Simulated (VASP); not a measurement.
# MgSe (Fm-3m) in VASP: further runs

MgSe is run at these levels: r2SCAN; tasks: single point.

Everything below comes from runs of VASP 6.6.1. Logs are shortened: lines on timing, memory, paths and dates and some standing lists are left out, and cuts for length are marked.

**1. The cell of the first run**

The structure is cubic, space group Fm-3m (No. 225). Conventional cell: a = 5.580 Å, b = 5.580 Å, c = 5.580 Å, α = 90.00°, β = 90.00°, γ = 90.00°. Within 3.7 Å of Mg (site symmetry m-3m) lie 6 Se at 2.79 Å. Within 3.7 Å of Se (site symmetry m-3m) lie 6 Mg at 2.79 Å.

**2. Single point, r2SCAN (volume changed by +6%)**

Input file POSCAR:

```
MgSe
1.0
    0.0000000000      2.7899416977      2.7899416977
    2.7899416977      0.0000000000      2.7899416977
    2.7899416977      2.7899416977      0.0000000000
Mg Se
1 1
Direct
    0.0000000000      0.0000000000      0.0000000000
    0.5000000000      0.5000000000      0.5000000000
```

Input file INCAR.step1:

```
ALGO = Normal
EDIFF = 1E-5
ENCUT = 660
GGA = PE
GGA_COMPAT = False
ISMEAR = 0
LASPH = True
LCHARG = False
LREAL = False
LWAVE = True
NBANDS = 11
NELM = 120
PREC = Accurate
SIGMA = 0.01
```

Input file INCAR.step2:

```
ALGO = Normal
EDIFF = 1E-6
ENCUT = 660
GGA_COMPAT = False
ISIF = 2
ISMEAR = 0
ISTART = 1
LASPH = True
LCHARG = False
LMIXTAU = True
LREAL = False
LWAVE = False
METAGGA = R2SCAN
NBANDS = 11
NELM = 120
PREC = Accurate
SIGMA = 0.01
```

Input file KPOINTS:

```
k-points
0
Gamma
  6 6 6
```

Potentials or basis: VASP PAW PBE potentials, release 64 (Mg, Se).

Run with:

```console
$ cat potpaw_PBE.64/Mg/POTCAR potpaw_PBE.64/Se/POTCAR > POTCAR
$ cp INCAR.step1 INCAR
$ mpirun -np 1 vasp_std > vasp.out
$ cp INCAR.step2 INCAR
$ mpirun -np 1 vasp_std > vasp.out
```

OUTCAR:

```text
EDIFF = 1E-6
   ENCUT = 660
   ISIF = 2
   ISMEAR = 0
   ISTART = 1
   LASPH = True
   LREAL = False
   METAGGA = R2SCAN
   NELM = 120
   PREC = Accurate

 ion  position               nearest neighbor table
   1  0.000  0.000  0.000-   2 2.79   2 2.79   2 2.79   2 2.79   2 2.79   2 2.79
   2  0.500  0.500  0.500-   1 2.79   1 2.79   1 2.79   1 2.79   1 2.79   1 2.79

  LATTYP: Found a face centered cubic cell.
 ALAT       =     5.5798833954

  Lattice vectors:

 A1 = (   0.0000000000,   2.7899416977,   2.7899416977)
 A2 = (   2.7899416977,   0.0000000000,   2.7899416977)
 A3 = (   2.7899416977,   2.7899416977,   0.0000000000)

Analysis of symmetry for initial positions (statically):
=====================================================================
 Subroutine PRICEL returns:
 Original cell was already a primitive cell.

 Routine SETGRP: Setting up the symmetry group for a
 face centered cubic supercell.

 Subroutine GETGRP returns: Found 48 space group operations
 (whereof 48 operations were pure point group operations)
 out of a pool of 48 trial point group operations.

The static configuration has the point symmetry O_h .

Analysis of symmetry for dynamics (positions and initial velocities):
=====================================================================
 Subroutine PRICEL returns:
 Original cell was already a primitive cell.

 Routine SETGRP: Setting up the symmetry group for a
 face centered cubic supercell.

 Subroutine GETGRP returns: Found 48 space group operations
 (whereof 48 operations were pure point group operations)
 out of a pool of 48 trial point group operations.

The dynamic configuration has the point symmetry O_h .

 Subroutine INISYM returns: Found 48 space group operations
 (whereof 48 operations are pure point group operations),
 and found     1 'primitive' translations

----------------------------------------------------------------------------------------

                                     Primitive cell

  volume of cell :      43.4326

  direct lattice vectors                    reciprocal lattice vectors
     0.000000000  2.789941698  2.789941698    -0.179215215  0.179215215  0.179215215
     2.789941698  0.000000000  2.789941698     0.179215215 -0.179215215  0.179215215
     2.789941698  2.789941698  0.000000000     0.179215215  0.179215215 -0.179215215

  length of vectors
     3.945573387  3.945573387  3.945573387     0.310409857  0.310409857  0.310409857

  position of ions in fractional coordinates (direct lattice)
     0.000000000  0.000000000  0.000000000
     0.500000000  0.500000000  0.500000000

  ion indices of the primitive-cell ions
   primitive index   ion index
                 1           1
                 2           2

----------------------------------------------------------------------------------------

 KPOINTS: k-points

Automatic generation of k-mesh.
 Grid dimensions read from file:
 generate k-points for:    6    6    6

 Generating k-lattice:

  Cartesian coordinates                     Fractional coordinates (reciprocal lattice)
    -0.029869202  0.029869202  0.029869202     0.166666667  0.000000000  0.000000000
     0.029869202 -0.029869202  0.029869202     0.000000000  0.166666667  0.000000000
     0.029869202  0.029869202 -0.029869202     0.000000000  0.000000000  0.166666667

  Length of vectors
     0.051734976  0.051734976  0.051734976

  Shift w.r.t. Gamma in fractional coordinates (k-lattice)
     0.000000000  0.000000000  0.000000000

 Subroutine IBZKPT returns following result:
 ===========================================

 Found     16 irreducible k-points:

 Following reciprocal coordinates:
            Coordinates               Weight
  0.000000  0.000000  0.000000      1.000000
  0.166667  0.000000  0.000000      8.000000
  0.333333  0.000000  0.000000      8.000000
  0.500000  0.000000  0.000000      4.000000
  0.166667  0.166667  0.000000      6.000000
  0.333333  0.166667  0.000000     24.000000
[... 8 lines left out ...]
 -0.333333  0.333333  0.166667     24.000000
 -0.333333  0.500000  0.166667     12.000000
   k-points           NKPTS =     16   k-points in BZ     NKDIM =     16   number of bands    NBANDS=     11
   number of dos      NEDOS =    301   number of ions     NIONS =      2
   total plane-waves  NPLWV =  46656
   dimension x,y,z NGX =    36 NGY =   36 NGZ =   36
   dimension x,y,z NGXF=    72 NGYF=   72 NGZF=   72
   ions per type =               1   1
   NGX,Y,Z   is equivalent  to a cutoff of  15.17, 15.17, 15.17 a.u.
   NGXF,Y,Z  is equivalent  to a cutoff of  30.34, 30.34, 30.34 a.u.
 SYSTEM =  unknown system
   PREC   = accura    normal or accurate (medium, high low for compatibility)
   ISTART =      1    job   : 0-new  1-cont  2-samecut
   ICHARG =      0    charge: 1-file 2-atom 10-const
   ISPIN  =      1    spin polarized calculation?
   LNONCOLLINEAR =      F non collinear calculations
   LSORBIT =      F    spin-orbit coupling
   LASPH  =      T    aspherical Exc in radial PAW
   ENCUT  =  660.0 eV  48.51 Ry    6.96 a.u.   8.26  8.26  8.26*2*pi/ulx,y,z
   NELM   =    120;   NELMIN=  2; NELMDL=  0     # of ELM steps
   EDIFF  = 0.1E-05   stopping-criterion for ELM
   LREAL  =      F    real-space projection
   EDIFFG = 0.1E-04   stopping-criterion for IOM
   NSW    =      0    number of steps for IOM
   IBRION =     -1    ionic relax: 0-MD 1-quasi-New 2-CG
   NFREE  =      0    steps in history (QN), initial steepest desc. (CG)
   ISIF   =      2    stress and relaxation
   ISYM   =      2    0-nonsym 1-usesym 2-fastsym
   POTIM  = 0.5000    time-step for ionic-motion
   TEBEG  =    0.0;   TEEND  =   0.0 temperature during run
   PSTRESS=    0.0 pullay stress
   NELECT =       8.0000    total number of electrons
   NUPDOWN=      -1.0000    fix difference up-down
   EMIN   =  10.00;   EMAX   =-10.00  energy-range for DOS
   EFERMI =   0.00;   METHOD = LEGACY
   ISMEAR =     0;   SIGMA  =   0.01  broadening in eV -4-tet -1-fermi 0-gaus
   EFERMI_NEDOS =   21; number of points for ismear=-14 and -15
   IALGO  =     38    algorithm
   IMIX   =      4    mixing-type and parameters
     AMIX     =   0.40;   BMIX     =  1.00
     AMIX_MAG =   1.60;   BMIX_MAG =  1.00
  volume/ion in A,a.u.               =      21.72       146.55
  Fermi-wavevector in a.u.,A,eV,Ry     =   0.931465  1.760213 11.804773  0.867626
  Thomas-Fermi vector in A             =   2.057961
   LORBIT       =      0    0 simple, 1 ext, 2 COOP (PROOUT), +10 PAW based schemes
   METAGGA = R2SCAN    functional components
   LHFCALC =     F    Hartree Fock is set to
   AEXX    =    0.0000 exact exchange contribution
   IVDW    =     0    specifies the selected vdW correction
   LEPSILON=     F    determine dielectric tensor
   LRPA    =     F    only Hartree local field effects (RPA)
 non-spin polarized calculation
 Gauss-broadening in eV      SIGMA  =   0.01
  energy-cutoff  :      660.00
  volume of cell :       43.43
 maximum number of plane-waves:      1687
 NGX is ok and might be reduce to    36
   NGX = 17   NGY = 17   NGZ = 17

 number of electron       8.0000000 magnetization

 Free energy of the ion-electron system (eV)
  ---------------------------------------------------
  ext. energy  EPLUGINS =         0.00000000
  ---------------------------------------------------
  free energy    TOTEN  =       -21.34622863 eV

  energy without entropy =      -21.34622863  energy(sigma->0) =      -21.34622863

 E-fermi :   2.4799     XC(G=0):  -9.5551

 val. band max:        2.4035317068   @ k =   0.0000   0.0000   0.0000
 cond. band min:       4.7372924057   @ k =   0.5000   0.5000   0.0000
 fundamental gap:      2.3337606990
 Fermi energy:         2.4798843732

 k-point     1 :       0.0000    0.0000    0.0000
  band No.  band energies     occupation
      1     -10.6023      2.00000
      2       2.4035      2.00000
      3       2.4035      2.00000
      4       2.4035      2.00000
      5       5.4113      0.00000
      6      10.4466      0.00000
      7      10.4466      0.00000
      8      10.4466      0.00000
      9      12.8362      0.00000
     10      12.8362      0.00000
     11      14.1921      0.00000

 k-point     2 :       0.1667    0.0000    0.0000
  band No.  band energies     occupation
      1     -10.3913      2.00000
      2       0.7381      2.00000
      3       2.2528      2.00000
      4       2.2528      2.00000
      5       6.6818      0.00000
      6      10.1081      0.00000
      7      10.5582      0.00000
      8      10.5582      0.00000
      9      11.8425      0.00000
     10      11.8425      0.00000
     11      13.5223      0.00000

 k-point     3 :       0.3333    0.0000    0.0000
  band No.  band energies     occupation
      1      -9.9001      2.00000
      2      -1.3243      2.00000
      3       1.9896      2.00000
      4       1.9896      2.00000
      5       6.9812      0.00000
      6       9.4700      0.00000
      7       9.4700      0.00000
      8      11.3111      0.00000
      9      13.0424      0.00000
     10      13.7619      0.00000
     11      13.7619      0.00000

 k-point     4 :       0.5000    0.0000    0.0000
  band No.  band energies     occupation
      1      -9.6047      2.00000
      2      -2.1921      2.00000
      3       1.8728      2.00000
      4       1.8728      2.00000
      5       6.8268      0.00000
      6       9.0185      0.00000
      7       9.0185      0.00000
      8      11.4801      0.00000
      9      14.4271      0.00000
     10      17.0385      0.00000
     11      17.0385      0.00000

 k-point     5 :       0.1667    0.1667    0.0000
  band No.  band energies     occupation
      1     -10.3226      2.00000
      2       0.8268      2.00000
      3       1.8854      2.00000
      4       1.8854      2.00000
      5       7.1890      0.00000
      6       9.0695      0.00000
      7       9.8464      0.00000
      8      11.5003      0.00000
      9      11.5003      0.00000
     10      13.2866      0.00000
     11      15.1397      0.00000
[... 99 lines left out ...]
 k-point    13 :       0.5000    0.5000    0.0000
  band No.  band energies     occupation
      1      -9.3155      2.00000
      2      -1.5461      2.00000
      3       0.7510      2.00000
      4       0.7510      2.00000
      5       4.7373      0.00000
      6       7.1183      0.00000
      7      14.5458      0.00000
      8      15.0211      0.00000
      9      15.0211      0.00000
     10      15.4056      0.00000
     11      18.7354      0.00000

 k-point    14 :       0.5000    0.3333    0.1667
  band No.  band energies     occupation
      1      -9.5708      2.00000
      2      -1.1546      2.00000
      3       0.3214      2.00000
      4       1.2235      2.00000
      5       7.2337      0.00000
      6       9.2293      0.00000
      7       9.4192      0.00000
      8      11.9728      0.00000
      9      13.7623      0.00000
     10      16.4131      0.00000
     11      17.3222      0.00000

 k-point    15 :      -0.3333    0.3333    0.1667
  band No.  band energies     occupation
      1      -9.3724      2.00000
      2      -1.3322      2.00000
      3      -0.1641      2.00000
      4       0.8721      2.00000
      5       7.3734      0.00000
      6       8.9167      0.00000
      7      11.1840      0.00000
      8      11.2323      0.00000
      9      13.9852      0.00000
     10      15.4441      0.00000
     11      18.1540      0.00000

 k-point    16 :      -0.3333    0.5000    0.1667
  band No.  band energies     occupation
      1      -9.2947      2.00000
      2      -1.1310      2.00000
      3      -0.0494      2.00000
      4       0.2317      2.00000
      5       6.3982      0.00000
      6       8.8489      0.00000
      7      11.0362      0.00000
      8      12.3871      0.00000
      9      15.4550      0.00000
     10      16.8064      0.00000
     11      17.3517      0.00000

------------------------ aborting loop because EDIFF is reached ----------------------------------------

  FORCE on cell =-STRESS in cart. coord.  units (eV):
  Direction    XX          YY          ZZ          XY          YZ          ZX
  --------------------------------------------------------------------------------------
  -------------------------------------------------------------------------------------
  Total       -1.0044456     -1.0044456     -1.0044456      0.0000000     -0.0000000      0.0000000
  in kB      -37.0528513    -37.0528513    -37.0528513      0.0000000     -0.0000000      0.0000000
  external PRESSURE =     -37.0528513 kB  Pullay stress =       0.0000000 kB

 VOLUME and BASIS-vectors are now :
 -----------------------------------------------------------------------------
  energy-cutoff  :      660.00
  volume of cell :       43.43
      direct lattice vectors                 reciprocal lattice vectors
     0.000000000  2.789941698  2.789941698    -0.179215215  0.179215215  0.179215215
     2.789941698  0.000000000  2.789941698     0.179215215 -0.179215215  0.179215215
     2.789941698  2.789941698  0.000000000     0.179215215  0.179215215 -0.179215215

 POSITION                                       TOTAL-FORCE (eV/Angst)
 -----------------------------------------------------------------------------------
      0.00000      0.00000      0.00000         0.000000     -0.000000     -0.000000
      2.78994      2.78994      2.78994        -0.000000      0.000000      0.000000
 -----------------------------------------------------------------------------------
    total drift:                                0.000000      0.000000      0.000000

  FREE ENERGIE OF THE ION-ELECTRON SYSTEM (eV)
  ---------------------------------------------------
  free  energy   TOTEN  =       -21.3462286323 eV

  energy  without entropy=      -21.3462286323  energy(sigma->0) =      -21.34622863
```

Run time: 2.5 min. Hardware: 1 thread of Intel Xeon 8259CL, shared host; peak memory 0.22 GiB.

What came out:

- Free energy: -21.3462 eV
- Pressure: -3.7 GPa
- Band gap on the k mesh: 2.33 eV, indirect (least direct gap 3.01 eV)

Caveat: the cell differs from its parent crystal (volume changed by +6%); the PAW data sets were made with another functional, which shifts forces and pressure a little.

**3. Single point, r2SCAN**

This run uses another cell than the first one, of 20.49 Å³/atom, 0.943 times its volume.

Input file POSCAR:

```
MgSe
1.0
    0.0000000000      2.7362756101      2.7362756101
    2.7362756101      0.0000000000      2.7362756101
    2.7362756101      2.7362756101      0.0000000000
Mg Se
1 1
Direct
    0.0000000000      0.0000000000      0.0000000000
    0.5000000000      0.5000000000      0.5000000000
```

Input file INCAR.step1:

```
  PREC = Accurate
  ENCUT = 660
  ISMEAR = 0
  SIGMA = 0.01
  LREAL = F
  LASPH = T
  NELM = 120
  NBANDS = 11
  GGA = PE
  ALGO = Normal
  EDIFF = 1E-5
  LWAVE = T
  LCHARG = F
  GGA_COMPAT = F
```

Input file INCAR.step2:

```
  PREC = Accurate
  ENCUT = 660
  EDIFF = 1E-6
  ISMEAR = 0
  SIGMA = 0.01
  LREAL = F
  LASPH = T
  NELM = 120
  ALGO = Normal
  ISIF = 2
  LWAVE = F
  LCHARG = T
  METAGGA = R2SCAN
  LMIXTAU = T
  LELF = T
  LVHAR = T
  NBANDS = 11
  ISTART = 1
  GGA_COMPAT = F
```

Input file KPOINTS:

```
regular mesh
0
Gamma
  8 8 8
```

Potentials or basis: VASP PAW PBE potentials, release 64 (Mg, Se).

Run with:

```console
$ cat potpaw_PBE.64/Mg/POTCAR potpaw_PBE.64/Se/POTCAR > POTCAR
$ cp INCAR.step1 INCAR
$ mpirun -np 1 vasp_std > vasp.out
$ cp INCAR.step2 INCAR
$ mpirun -np 1 vasp_std > vasp.out
```

Wall time 100 s (1 thread of Intel Xeon 8259CL, shared host); peak memory 0.2 GiB.

Results (log left out):

| Item | Value |
| --- | --- |
| Free energy | -21.3814 eV |
| Pressure | -0.3 GPa |
| Band gap on the k mesh | 2.44 eV, indirect (least direct gap 3.41 eV) |

Levels at points of the mesh, in eV from the valence-band top:
```csv
k point,band 1,band 2,band 3,band 4,band 5,band 6,band 7,band 8
"(0.00, 0.00, 0.00)",-13.32,0.00,0.00,0.00,3.41,8.03,8.03,8.03
"(0.50, 0.00, 0.00)",-12.19,-4.91,-0.60,-0.60,4.51,6.70,6.70,9.57
"(0.50, 0.50, 0.00)",-11.86,-4.26,-1.79,-1.79,2.44,4.56,12.74,13.18
```

Caveat: the PAW data sets were made with another functional, which shifts forces and pressure a little. r2SCAN opens gaps a little over a GGA but as a rule still falls short of measured ones.
